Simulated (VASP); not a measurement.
# AlAs (F-43m) in VASP: elastic constants with r2SCAN

Aim: the elastic constants of AlAs with r2SCAN.

Program: VASP 6.6.1. These are calculated values, not measurements. Logs are shortened: lines on timing, memory, paths and dates and some standing lists are left out, and cuts for length are marked.

### Step 1. The cell of the first run

The structure is cubic, space group F-43m (No. 216). The conventional cell has a = 5.532 Å, b = 5.532 Å, c = 5.532 Å, α = 90.00°, β = 90.00°, γ = 90.00°. Al (site symmetry -43m) has 4 As at 2.40 Å within 3.2 Å. Within 3.2 Å of As (site symmetry -43m) lie 4 Al at 2.40 Å.

### Step 2. Elastic constants, r2SCAN

INCAR

```
PREC = Accurate
ENCUT = 550
EDIFF = 1E-8
ISMEAR = 0
SIGMA = 0.01
LREAL = False
LASPH = True
NELM = 120
ALGO = Normal
ISIF = 3
LWAVE = False
LCHARG = False
METAGGA = R2SCAN
LMIXTAU = True
NBANDS = 11
IBRION = 6
NFREE = 2
POTIM = 0.015
NSW = 1
GGA_COMPAT = False
```

KPOINTS

```
Automatic mesh
0
Gamma
  8 8 8
```

POSCAR

```
AlAs
1.0
    0.0000000000      2.7658480373      2.7658480373
    2.7658480373      0.0000000000      2.7658480373
    2.7658480373      2.7658480373      0.0000000000
Al As
1 1
Direct
    0.0000000000      0.0000000000      0.0000000000
    0.7500000000      0.7500000000      0.7500000000
```

Potentials or basis: VASP PAW PBE potentials, release 64 (Al, As).

The run is started by

```console
> cat potpaw_PBE.64/Al/POTCAR potpaw_PBE.64/As/POTCAR > POTCAR
> mpirun -np 1 vasp_std > vasp.out
```

OUTCAR:

```text
PREC = Accurate
   ENCUT = 550
   EDIFF = 1E-8
   ISMEAR = 0
   LREAL = False
   LASPH = True
   NELM = 120
   ISIF = 3
   METAGGA = R2SCAN
   IBRION = 6
   NFREE = 2
   POTIM = 0.015
   NSW = 1

 ion  position               nearest neighbor table
   1  0.000  0.000  0.000-   2 2.40   2 2.40   2 2.40   2 2.40
   2  0.750  0.750  0.750-   1 2.40   1 2.40   1 2.40   1 2.40

  LATTYP: Found a face centered cubic cell.
 ALAT       =     5.5316960746

  Lattice vectors:

 A1 = (   0.0000000000,   2.7658480373,   2.7658480373)
 A2 = (   2.7658480373,   0.0000000000,   2.7658480373)
 A3 = (   2.7658480373,   2.7658480373,   0.0000000000)

Analysis of symmetry for initial positions (statically):
=====================================================================
 Subroutine PRICEL returns:
 Original cell was already a primitive cell.

 Routine SETGRP: Setting up the symmetry group for a
 face centered cubic supercell.

 Subroutine GETGRP returns: Found 24 space group operations
 (whereof 24 operations were pure point group operations)
 out of a pool of 48 trial point group operations.

The static configuration has the point symmetry T_d .

Analysis of symmetry for dynamics (positions and initial velocities):
=====================================================================
 Subroutine PRICEL returns:
 Original cell was already a primitive cell.

 Routine SETGRP: Setting up the symmetry group for a
 face centered cubic supercell.

 Subroutine GETGRP returns: Found 24 space group operations
 (whereof 24 operations were pure point group operations)
 out of a pool of 48 trial point group operations.

The dynamic configuration has the point symmetry T_d .

 Subroutine INISYM returns: Found 24 space group operations
 (whereof 24 operations are pure point group operations),
 and found     1 'primitive' translations

----------------------------------------------------------------------------------------

                                     Primitive cell

  volume of cell :      42.3170

  direct lattice vectors                    reciprocal lattice vectors
     0.000000000  2.765848037  2.765848037    -0.180776382  0.180776382  0.180776382
     2.765848037  0.000000000  2.765848037     0.180776382 -0.180776382  0.180776382
     2.765848037  2.765848037  0.000000000     0.180776382  0.180776382 -0.180776382

  length of vectors
     3.911499806  3.911499806  3.911499806     0.313113878  0.313113878  0.313113878

  position of ions in fractional coordinates (direct lattice)
     0.000000000  0.000000000  0.000000000
     0.750000000  0.750000000  0.750000000

  ion indices of the primitive-cell ions
   primitive index   ion index
                 1           1
                 2           2

----------------------------------------------------------------------------------------

 KPOINTS: Automatic mesh

Automatic generation of k-mesh.
 Grid dimensions read from file:
 generate k-points for:    8    8    8

 Generating k-lattice:

  Cartesian coordinates                     Fractional coordinates (reciprocal lattice)
    -0.022597048  0.022597048  0.022597048     0.125000000  0.000000000  0.000000000
     0.022597048 -0.022597048  0.022597048     0.000000000  0.125000000  0.000000000
     0.022597048  0.022597048 -0.022597048     0.000000000  0.000000000  0.125000000

  Length of vectors
     0.039139235  0.039139235  0.039139235

  Shift w.r.t. Gamma in fractional coordinates (k-lattice)
     0.000000000  0.000000000  0.000000000

 Subroutine IBZKPT returns following result:
 ===========================================

 Found     29 irreducible k-points:

 Following reciprocal coordinates:
            Coordinates               Weight
  0.000000  0.000000  0.000000      1.000000
  0.125000  0.000000  0.000000      8.000000
  0.250000  0.000000  0.000000      8.000000
  0.375000  0.000000  0.000000      8.000000
  0.500000  0.000000  0.000000      4.000000
  0.125000  0.125000  0.000000      6.000000
[... 16 lines left out ...]
  0.500000  0.250000  0.125000     48.000000
 -0.375000  0.250000  0.125000     24.000000
[... 40 lines left out ...]
  volume/ion in A,a.u.               =      21.16       142.78
  Fermi-wavevector in a.u.,A,eV,Ry     =   0.939579  1.775546 12.011335  0.882808
  Thomas-Fermi vector in A             =   2.066905
   LORBIT       =      0    0 simple, 1 ext, 2 COOP (PROOUT), +10 PAW based schemes
   METAGGA = R2SCAN    functional components
   LHFCALC =     F    Hartree Fock is set to
   AEXX    =    0.0000 exact exchange contribution
   IVDW    =     0    specifies the selected vdW correction
   LEPSILON=     F    determine dielectric tensor
   LRPA    =     F    only Hartree local field effects (RPA)
 finite differences with symmetry
 non-spin polarized calculation
 Gauss-broadening in eV      SIGMA  =   0.01
  energy-cutoff  :      550.00
  volume of cell :       42.32
 maximum number of plane-waves:      1254
 NGX is ok and might be reduce to    30
   NGX = 15   NGY = 15   NGZ = 15

--------------------------------------- Ionic step        1  -------------------------------------------

 number of electron       8.0000000 magnetization

 Free energy of the ion-electron system (eV)
  ---------------------------------------------------
  ext. energy  EPLUGINS =         0.00000000
  ---------------------------------------------------
  free energy    TOTEN  =       -22.62579465 eV

  energy without entropy =      -22.62579465  energy(sigma->0) =      -22.62579465

------------------------ aborting loop because EDIFF is reached ----------------------------------------

  FORCE on cell =-STRESS in cart. coord.  units (eV):
  Direction    XX          YY          ZZ          XY          YZ          ZX
  --------------------------------------------------------------------------------------
  -------------------------------------------------------------------------------------
  Total        1.8481731      1.8481731      1.8481731     -0.0000000      0.0000000     -0.0000000
  in kB       69.9742567     69.9742567     69.9742567     -0.0000000      0.0000000     -0.0000000
  external PRESSURE =      69.9742567 kB  Pullay stress =       0.0000000 kB
[... 89 lines left out ...]
  FREE ENERGIE OF THE ION-ELECTRON SYSTEM (eV)
  ---------------------------------------------------
  free  energy   TOTEN  =       -22.5938253265 eV

  energy  without entropy=      -22.5938253265  energy(sigma->0) =      -22.59382533

[... ionic steps 4 to 14 ...]

--------------------------------------- Ionic step       15  -------------------------------------------

 number of electron       8.0000000 magnetization

------------------------ aborting loop because EDIFF is reached ----------------------------------------
[... 67 lines left out ...]
--------------------------------------- Ionic step       17  -------------------------------------------

 number of electron       8.0000000 magnetization

 Free energy of the ion-electron system (eV)
  ---------------------------------------------------
  ext. energy  EPLUGINS =         0.00000000
  ---------------------------------------------------
  free energy    TOTEN  =       -22.62453045 eV

  energy without entropy =      -22.62453045  energy(sigma->0) =      -22.62453045

 E-fermi :   4.4370     XC(G=0):  -9.7265

 val. band max:        4.3173549042   @ k =   0.0000   0.0000   0.0000
 cond. band min:       5.9475316194   @ k =   0.0000   0.5000   0.5000
 fundamental gap:      1.6301767152
 Fermi energy:         4.4370317872

 k-point     1 :       0.0000    0.0000    0.0000
  band No.  band energies     occupation
      1      -8.4615      2.00000
      2       4.2281      2.00000
      3       4.2734      2.00000
      4       4.3174      2.00000
      5       7.5900      0.00000
      6       9.0966      0.00000
      7       9.1155      0.00000
      8       9.1357      0.00000
      9      13.9309      0.00000
     10      13.9319      0.00000
     11      14.4592      0.00000
[... 309 lines left out ...]
 k-point    24 :      -0.3750    0.2500    0.1250
  band No.  band energies     occupation
      1      -6.5034      2.00000
      2      -1.3471      2.00000
      3       1.3656      2.00000
      4       2.5535      2.00000
      5       8.5088      0.00000
      6       9.0910      0.00000
      7      11.8016      0.00000
      8      12.8011      0.00000
      9      13.6470      0.00000
     10      16.3534      0.00000
     11      17.9383      0.00000

 [... further k-points ...]

------------------------ aborting loop because EDIFF is reached ----------------------------------------

  FORCE on cell =-STRESS in cart. coord.  units (eV):
  Direction    XX          YY          ZZ          XY          YZ          ZX
  --------------------------------------------------------------------------------------
  -------------------------------------------------------------------------------------
  Total        1.8476210      1.8513590      1.8513590      0.0000000     -0.1625908      0.0000000
  in kB       69.9533513     70.0948796     70.0948796      0.0000000     -6.1559018      0.0000000
  external PRESSURE =      70.0477035 kB  Pullay stress =       0.0000000 kB
[... 17 lines left out ...]
  FREE ENERGIE OF THE ION-ELECTRON SYSTEM (eV)
  ---------------------------------------------------
  free  energy   TOTEN  =       -22.6245304528 eV

  energy  without entropy=      -22.6245304528  energy(sigma->0) =      -22.62453045

 INTERNAL STRAIN TENSORS FROM STRAINED CELLS
 ============================================

 INTERNAL STRAIN TENSOR FOR ION    1 for displacements in x,y,z  (eV/Angst):
          X           Y           Z          XY          YZ          ZX
  --------------------------------------------------------------------------------
  x     0.00000     0.00000    -0.00000    -0.00000   -10.83113     0.00000
  y     0.00000     0.00000     0.00000    -0.00000     0.00000   -10.83128
  z     0.00000     0.00000     0.00000   -10.83082    -0.00000     0.00000

 INTERNAL STRAIN TENSORS FROM DISPLACED ATOMS
 ============================================

 INTERNAL STRAIN TENSOR FOR ION    1 for displacements in x,y,z  (eV/Angst):
          X           Y           Z          XY          YZ          ZX
  --------------------------------------------------------------------------------
  x     0.00000    -0.00000    -0.00000     0.00000   -10.84664     0.00000
  y    -0.00000     0.00000    -0.00000     0.00000     0.00000   -10.84664
  z    -0.00000    -0.00000     0.00000   -10.84664     0.00000     0.00000

 INTERNAL STRAIN TENSOR FOR ION    2 for displacements in x,y,z  (eV/Angst):
          X           Y           Z          XY          YZ          ZX
  --------------------------------------------------------------------------------
  x     0.00000     0.00000     0.00000     0.00000    10.83933     0.00000
  y     0.00000     0.00000     0.00000     0.00000     0.00000    10.83933
  z     0.00000     0.00000     0.00000    10.83933     0.00000     0.00000

 Eigenvectors and eigenvalues of the dynamical matrix
 ----------------------------------------------------

   1 f  =   11.768221 THz    73.941912 2PiTHz  392.545592 cm-1    48.669429 meV
             X         Y         Z           dx          dy          dz
      0.000000  0.000000  0.000000     0.857648    0.000000    0.000000
      4.148772  4.148772  4.148772    -0.514238    0.000000    0.000000
[... 21 lines left out ...]
   6 f/i=    0.004416 THz     0.027748 2PiTHz    0.147311 cm-1     0.018264 meV
             X         Y         Z           dx          dy          dz
      0.000000  0.000000  0.000000     0.134364   -0.381263   -0.317844
      4.148772  4.148772  4.148772     0.224093   -0.635873   -0.530102

--------------------------------------------------------------------------------------------------------

 ELASTIC MODULI CONTR FROM IONIC RELAXATION (kBar)
 Direction    XX          YY          ZZ          XY          YZ          ZX
 --------------------------------------------------------------------------------
 XX          -0.0000     -0.0000     -0.0000     -0.0000      0.0000     -0.0000
 YY          -0.0000     -0.0000     -0.0000     -0.0000     -0.0000      0.0000
 ZZ          -0.0000     -0.0000     -0.0000     -0.0000     -0.0000     -0.0000
 XY          -0.0000     -0.0000     -0.0000   -396.1562      0.0000      0.0000
 YZ           0.0000     -0.0000     -0.0000      0.0000   -396.1562      0.0000
 ZX          -0.0000      0.0000     -0.0000      0.0000      0.0000   -396.1562
 --------------------------------------------------------------------------------

 TOTAL ELASTIC MODULI (kBar)
 Direction    XX          YY          ZZ          XY          YZ          ZX
 --------------------------------------------------------------------------------
 XX        1365.2068    779.4661    779.4661     -0.0000     -0.0000     -0.0000
 YY         779.4661   1365.2068    779.4661      0.0000      0.0000      0.0000
 ZZ         779.4661    779.4661   1365.2068     -0.0000      0.0000     -0.0000
 XY          -0.0000      0.0000     -0.0000    616.0139      0.0000      0.0000
 YZ          -0.0000      0.0000      0.0000      0.0000    616.0139      0.0000
 ZX          -0.0000      0.0000     -0.0000      0.0000      0.0000    616.0139
 --------------------------------------------------------------------------------
```

Wall time 29 min (1 thread of AMD EPYC 9R45 (Zen 5), shared host); peak memory 0.25 GiB.

Results:

- Elastic constants C11, C12, C44: 137, 78, 62 GPa
- Voigt bulk modulus: 97 GPa
- Highest phonon frequency at Γ, LO-TO splitting left out: 393 cm⁻¹

Phonon frequencies in cm⁻¹ (negative: imaginary):
```tsv
q point	frequencies
(0.000, 0.000, 0.000)	0 0 0 393 393 393
```

Elastic tensor in Voigt notation (GPa, in the Cartesian axes of the cell as first typed):
```
137  78  78   0   0   0
 78 137  78   0   0   0
 78  78 137   0   0   0
  0   0   0  62   0   0
  0   0   0   0  62   0
  0   0   0   0   0  62
```

Clamped-ion elastic tensor (GPa):
```
137  78  78   0   0   0
 78 137  78   0   0   0
 78  78 137   0   0   0
  0   0   0 101   0   0
  0   0   0   0 101   0
  0   0   0   0   0 101
```

Caveat: the cell is under stress, which shifts elastic constants; the PAW data sets were made with another functional, which shifts forces and pressure a little.
